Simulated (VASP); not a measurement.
# AlNi3 (Fmmm) in VASP: notebook, part 2 of 2

VASP 6.6.1. The steps go on from the part before.

### 3 Single point, PBEsol (strain +0.0937 x Voigt [1, -1, 0, 0, 0, 0])

Input file INCAR:

```
ALGO     = Fast           # electronic algorithm
EDIFF    = 1E-7           # SCF threshold, eV
ENCUT    = 520            # plane-wave cutoff, eV
GGA      = PS             # functional
ISIF     = 2              # what is computed and relaxed
ISMEAR   = 0              # smearing method
LASPH    = T              # aspherical terms in the spheres
LCHARG   = T              # write CHGCAR
LELF     = T              # ELF
LREAL    = F              # projectors in reciprocal space
LVHAR    = T            
LWAVE    = F              # write WAVECAR
NBANDS   = 24             # bands
NELM     = 60             # most SCF steps
PREC     = Accurate       # precision mode
SIGMA    = 0.15           # smearing width, eV
```

Input file KPOINTS:

```
k-points
0
Gamma
  14 14 14
```

Input file POSCAR:

```
AlNi3
1.0
    0.0000000000      2.5361970403      2.7984078565
    3.0606186727      0.0000000000      2.7984078565
    3.0606186727      2.5361970403      0.0000000000
Al Ni
1 3
Direct
    0.5000000000      0.5000000000      0.5000000000
    0.2500000000      0.2500000000      0.2500000000
    0.0000000000      0.0000000000      0.0000000000
    0.7500000000      0.7500000000      0.7500000000
```

Potentials or basis: VASP PAW PBE potentials, release 64 (Al, Ni).

Run with:

```bash
$ cat potpaw_PBE.64/Al/POTCAR potpaw_PBE.64/Ni/POTCAR > POTCAR
$ mpirun -np 1 vasp_std > vasp.out
```

OUTCAR:

```text
EDIFF = 1E-7
   ENCUT = 520
   GGA = PS
   ISIF = 2
   ISMEAR = 0
   LASPH = T
   LREAL = F
   NELM = 60
   PREC = Accurate

 ion  position               nearest neighbor table
   1  0.500  0.500  0.500-   2 2.43   2 2.43   2 2.43   2 2.43   4 2.43   4 2.43   4 2.43   4 2.43
                             3 2.54   3 2.54   3 2.80   3 2.80   3 3.06   3 3.06
   2  0.250  0.250  0.250-   3 2.43   3 2.43   3 2.43   1 2.43   3 2.43   1 2.43   1 2.43   1 2.43
                             4 2.54   4 2.54   4 2.80   4 2.80   4 3.06   4 3.06
[... 850 lines left out ...]
 [... further k-points ...]
[... 5 lines left out ...]
  --------------------------------------------------------------------------------------
  -------------------------------------------------------------------------------------
  Total        0.7132132      2.2071388     -0.7432528      0.0000000      0.0000000      0.0000000
  in kB       26.3024811     81.3967401    -27.4103080      0.0000000      0.0000000      0.0000000
  external PRESSURE =      26.7629711 kB  Pullay stress =       0.0000000 kB

 VOLUME and BASIS-vectors are now :
 -----------------------------------------------------------------------------
  energy-cutoff  :      520.00
  volume of cell :       43.44
      direct lattice vectors                 reciprocal lattice vectors
     0.000000000  2.536197040  2.798407856    -0.163365663  0.197145566  0.178673026
     3.060618673  0.000000000  2.798407856     0.163365663 -0.197145566  0.178673026
     3.060618673  2.536197040  0.000000000     0.163365663  0.197145566 -0.178673026

 POSITION                                       TOTAL-FORCE (eV/Angst)
 -----------------------------------------------------------------------------------
      3.06062      2.53620      2.79841         0.000000      0.000000      0.000000
      1.53031      1.26810      1.39920        -0.000000     -0.000000     -0.000000
      0.00000      0.00000      0.00000         0.000000      0.000000      0.000000
      4.59093      3.80430      4.19761         0.000000     -0.000000      0.000000
 -----------------------------------------------------------------------------------
    total drift:                                0.000000     -0.000000      0.000000

  FREE ENERGIE OF THE ION-ELECTRON SYSTEM (eV)
  ---------------------------------------------------
  free  energy   TOTEN  =       -24.0582253070 eV

  energy  without entropy=      -24.0209769375  energy(sigma->0) =      -24.03960112
```

OSZICAR:

```text
N       E                     dE             d eps       ncg     rms          rms(c)
DAV:   1     0.184817746953E+03    0.18482E+03   -0.14242E+04 20896   0.177E+03
DAV:   2    -0.193355309385E+02   -0.20415E+03   -0.19223E+03 20576   0.321E+02
DAV:   3    -0.281223729276E+02   -0.87868E+01   -0.84063E+01 24688   0.919E+01
[... 10 lines left out ...]
RMM:  14    -0.240582216186E+02   -0.17711E-04   -0.27891E-04 27325   0.123E-01    0.128E-02
RMM:  15    -0.240582241738E+02   -0.25553E-05   -0.41186E-05 28034   0.376E-02    0.397E-03
RMM:  16    -0.240582252400E+02   -0.10662E-05   -0.77774E-06 28747   0.174E-02    0.386E-03
RMM:  17    -0.240582254099E+02   -0.16988E-06   -0.95182E-07 18012   0.501E-03    0.234E-03
RMM:  18    -0.240582252991E+02    0.11080E-06   -0.10442E-07 13038   0.292E-03    0.163E-03
RMM:  19    -0.240582253070E+02   -0.78985E-08   -0.41052E-08 12475   0.199E-03
   1 F= -.24058225E+02 E0= -.24039601E+02  d E =-.372484E-01
```

stdout:

```text
POSCAR found type information on POSCAR AlNi
 POSCAR found :  2 types and       4 ions
 scaLAPACK will be used
 -----------------------------------------------------------------------------
|                                                                             |
|                                                                             |
|     You enforced a specific xc type in the INCAR file but a different       |
|     I HOPE YOU KNOW WHAT YOU ARE DOING!                                     |
|                                                                             |
 -----------------------------------------------------------------------------

 LDA part: xc-table for (Slater+PW92), standard interpolation
 POSCAR, INCAR and KPOINTS ok, starting setup
 FFT: planning ... GRIDC
 FFT: planning ... GRID_SOFT
 FFT: planning ... GRID
 WAVECAR not read
 entering main loop
WARNING in EDDRMM: call to ZHEGV failed, returncode =   6  3     24
WARNING in EDDRMM: call to ZHEGV failed, returncode =   6  3     24
```

It took 6.3 min on 1 thread of Intel Xeon 6975P-C, shared host; peak memory 0.47 GiB.

Results:

```yaml
Free_energy: -24.0582 eV
Pressure: 2.7 GPa
```

Stress tensor (GPa, compression positive):
```
 2.63  0.00  0.00
 0.00  8.14  0.00
 0.00  0.00 -2.74
```

Levels at points of the mesh, in eV from the Fermi level:
```
           k point  band 12  band 13  band 14  band 15  band 16  band 17  band 18  band 19  band 20  band 21
(0.00, 0.00, 0.00)    -0.82    -0.74    -0.73    -0.38    -0.28     4.41     5.37     5.63     5.69     5.90
(0.50, 0.00, 0.00)    -1.55    -0.91    -0.83    -0.60    -0.27    -0.07     3.29     4.15     4.63     5.33
(0.50, 0.50, 0.00)    -1.08    -0.92    -0.82    -0.63    -0.41    -0.24    -0.21     0.00     4.68     4.90
(0.50, 0.00, 0.50)    -1.37    -1.33    -1.15    -0.66    -0.59    -0.43    -0.43     0.87     3.53     3.94
(0.00, 0.50, 0.50)    -0.74    -0.57    -0.56    -0.44    -0.36    -0.30    -0.16    -0.15     5.39     5.77
```

Caveat: the cell differs from its parent crystal (strain +0.0937 x Voigt [1, -1, 0, 0, 0, 0]); the PAW data sets were made with another functional, which shifts forces and pressure a little. Spin polarisation is off, so any magnetic state and its effect on volume and gap are missing.

### 4 Single point, PBEsol (strain -0.0750 x Voigt [1, -1, 0, 0, 0, 0])

Input file INCAR:

```
ALGO = Fast
EDIFF = 1E-7
ENCUT = 520
GGA = PS
ISIF = 2
ISMEAR = 0
LASPH = True
LCHARG = False
LREAL = False
LWAVE = False
NBANDS = 24
NELM = 80
PREC = Accurate
SIGMA = 0.15
```

KPOINTS is that of step 3.

Input file POSCAR:

```
AlNi3
1.0
    0.0000000000      3.0082884457      2.7984078565
    2.5885272673      0.0000000000      2.7984078565
    2.5885272673      3.0082884457      0.0000000000
Al Ni
1 3
Direct
    0.5000000000      0.5000000000      0.5000000000
    0.2500000000      0.2500000000      0.2500000000
    0.0000000000      0.0000000000      0.0000000000
    0.7500000000      0.7500000000      0.7500000000
```

Potentials or basis: VASP PAW PBE potentials, release 64 (Al, Ni).

Run with:

```bash
$ cat potpaw_PBE.64/Al/POTCAR potpaw_PBE.64/Ni/POTCAR > POTCAR
$ mpirun -np 1 vasp_std > vasp.out
```

OUTCAR:

```text
EDIFF = 1E-7
   ENCUT = 520
   GGA = PS
   ISIF = 2
   ISMEAR = 0
   LASPH = True
   LREAL = False
   NELM = 80
   PREC = Accurate

 ion  position               nearest neighbor table
   1  0.500  0.500  0.500-   2 2.43   2 2.43   4 2.43   4 2.43   2 2.43   2 2.43   4 2.43   4 2.43
                             3 2.59   3 2.59   3 2.80   3 2.80   3 3.01   3 3.01
   2  0.250  0.250  0.250-   3 2.43   1 2.43   3 2.43   1 2.43   3 2.43   3 2.43   1 2.43   1 2.43
                             4 2.59   4 2.59   4 2.80   4 2.80   4 3.01   4 3.01
   3  0.000  0.000  0.000-   4 2.43   2 2.43   4 2.43   2 2.43   4 2.43   4 2.43   2 2.43   2 2.43
                             1 2.59   1 2.59   1 2.80   1 2.80   1 3.01   1 3.01
   4  0.750  0.750  0.750-   1 2.43   1 2.43   3 2.43   3 2.43   1 2.43   1 2.43   3 2.43   3 2.43
                             2 2.59   2 2.59   2 2.80   2 2.80   2 3.01   2 3.01

  LATTYP: Found a face centered orthorhombic cell.
 ALAT       =     5.1770545346
 B/A-ratio  =     1.0810810811
 C/A-ratio  =     1.1621621621

  Lattice vectors:

 A1 = (   0.0000000000,   3.0082884457,  -2.7984078565)
 A2 = (   2.5885272673,   3.0082884457,   0.0000000000)
 A3 = (   2.5885272673,   0.0000000000,  -2.7984078565)

Analysis of symmetry for initial positions (statically):
=====================================================================
 Subroutine PRICEL returns:
 Original cell was already a primitive cell.

 Routine SETGRP: Setting up the symmetry group for a
 face centered orthorhombic supercell.

 Subroutine GETGRP returns: Found  8 space group operations
 (whereof  8 operations were pure point group operations)
 out of a pool of  8 trial point group operations.

The static configuration has the point symmetry D_2h.

Analysis of symmetry for dynamics (positions and initial velocities):
=====================================================================
 Subroutine PRICEL returns:
 Original cell was already a primitive cell.

 Routine SETGRP: Setting up the symmetry group for a
 face centered orthorhombic supercell.

[... 124 lines left out ...]
   EFERMI_NEDOS =   21; number of points for ismear=-14 and -15
   IALGO  =     68    algorithm
   IMIX   =      4    mixing-type and parameters
     AMIX     =   0.40;   BMIX     =  1.00
     AMIX_MAG =   1.60;   BMIX_MAG =  1.00
  volume/ion in A,a.u.               =      10.90        73.53
  Fermi-wavevector in a.u.,A,eV,Ry     =   1.492136  2.819728 30.292960  2.226470
  Thomas-Fermi vector in A             =   2.604702
   LORBIT       =      0    0 simple, 1 ext, 2 COOP (PROOUT), +10 PAW based schemes
   GGA     = PS    functional components
   LHFCALC =     F    Hartree Fock is set to
   AEXX    =    0.0000 exact exchange contribution
   IVDW    =     0    specifies the selected vdW correction
   LEPSILON=     F    determine dielectric tensor
   LRPA    =     F    only Hartree local field effects (RPA)
 non-spin polarized calculation
 RMM-DIIS sequential band-by-band and
 Gauss-broadening in eV      SIGMA  =   0.15
  energy-cutoff  :      520.00
  volume of cell :       43.58
 maximum number of plane-waves:      1191
   NGX = 15   NGY = 15   NGZ = 15

 number of electron      33.0000021 magnetization

 Free energy of the ion-electron system (eV)
  ---------------------------------------------------
  ext. energy  EPLUGINS =         0.00000000
  ---------------------------------------------------
  free energy    TOTEN  =       -24.08206945 eV

  energy without entropy =      -24.04800686  energy(sigma->0) =      -24.06503815

 E-fermi :   9.8983     XC(G=0): -13.0131

 val. band max:        9.8968065871   @ k =  -0.2857   0.0714   0.3571
 cond. band min:       9.9008389891   @ k =  -0.1429   0.2857   0.3571
 fundamental gap:      0.0040324020
 Fermi energy:         9.8983388879

 k-point     1 :       0.0000    0.0000    0.0000
  band No.  band energies     occupation
      1      -0.3409      2.00000
      2       6.1436      2.00000
      3       6.2979      2.00000
      4       6.3565      2.00000
      5       6.4200      2.00000
      6       6.5865      2.00000
[... 637 lines left out ...]
     23      18.4509      0.00000
     24      20.4584      0.00000

 [... further k-points ...]
[... 5 lines left out ...]
  --------------------------------------------------------------------------------------
  -------------------------------------------------------------------------------------
  Total        1.2835326      0.6010605     -0.5227744      0.0000000      0.0000000     -0.0000000
  in kB       47.1850330     22.0960973    -19.2181550      0.0000000      0.0000000     -0.0000000
  external PRESSURE =      16.6876584 kB  Pullay stress =       0.0000000 kB

 VOLUME and BASIS-vectors are now :
 -----------------------------------------------------------------------------
  energy-cutoff  :      520.00
  volume of cell :       43.58
      direct lattice vectors                 reciprocal lattice vectors
     0.000000000  3.008288446  2.798407856    -0.193160028  0.166207466  0.178673026
     2.588527267  0.000000000  2.798407856     0.193160028 -0.166207466  0.178673026
     2.588527267  3.008288446  0.000000000     0.193160028  0.166207466 -0.178673026

 POSITION                                       TOTAL-FORCE (eV/Angst)
 -----------------------------------------------------------------------------------
      2.58853      3.00829      2.79841         0.000000     -0.000000      0.000000
      1.29426      1.50414      1.39920         0.000000      0.000000     -0.000000
      0.00000      0.00000      0.00000         0.000000     -0.000000      0.000000
      3.88279      4.51243      4.19761        -0.000000     -0.000000     -0.000000
 -----------------------------------------------------------------------------------
    total drift:                                0.000000     -0.000000      0.000000

  FREE ENERGIE OF THE ION-ELECTRON SYSTEM (eV)
  ---------------------------------------------------
  free  energy   TOTEN  =       -24.0820694521 eV

  energy  without entropy=      -24.0480068578  energy(sigma->0) =      -24.06503815
```

Wall time 5.6 min (1 thread of Intel Xeon 6975P-C, shared host); peak memory 0.47 GiB.

What came out:

```
Free energy : -24.0821 eV
Pressure    : 1.7 GPa
```

Stress tensor (GPa, compression positive):
```
 4.72  0.00  0.00
 0.00  2.21  0.00
 0.00  0.00 -1.92
```

Caveat: the cell differs from its parent crystal (strain -0.0750 x Voigt [1, -1, 0, 0, 0, 0]); the PAW data sets were made with another functional, which shifts forces and pressure a little. Spin polarisation is off, so any magnetic state and its effect on volume and gap are missing.

### 5 Summary

```tsv
cell	further INCAR settings	gap on the mesh (eV)	pressure (GPa)
a = 3.884, b = 4.032, c = 3.960 Å, angles 58.1, 61.9, 60.0°, 4 atoms	ALGO = Fast; EDIFF = 1e-06; NBANDS = 24	none	0.4
a = 3.777, b = 4.147, c = 3.975 Å, angles 55.4, 64.6, 60.0°, 4 atoms	ALGO = Fast; EDIFF = 1e-07; NBANDS = 24	none	2.7
a = 4.109, b = 3.812, c = 3.969 Å, angles 63.7, 56.3, 60.0°, 4 atoms	ALGO = Fast; EDIFF = 1e-07; NBANDS = 24	none	1.7
```

Alike in all rows: task single point; level PBEsol; potentials or basis VASP PAW PBE potentials, release 64 (Al, Ni); no spin polarisation; k mesh 14 × 14 × 14; cutoff (eV) 520; smearing gaussian 0.15 eV.

Caveats: the PAW data sets were made with another functional, which shifts forces and pressure a little.

Total energies depend on the potentials used, so only differences within one code and one set of settings carry meaning.
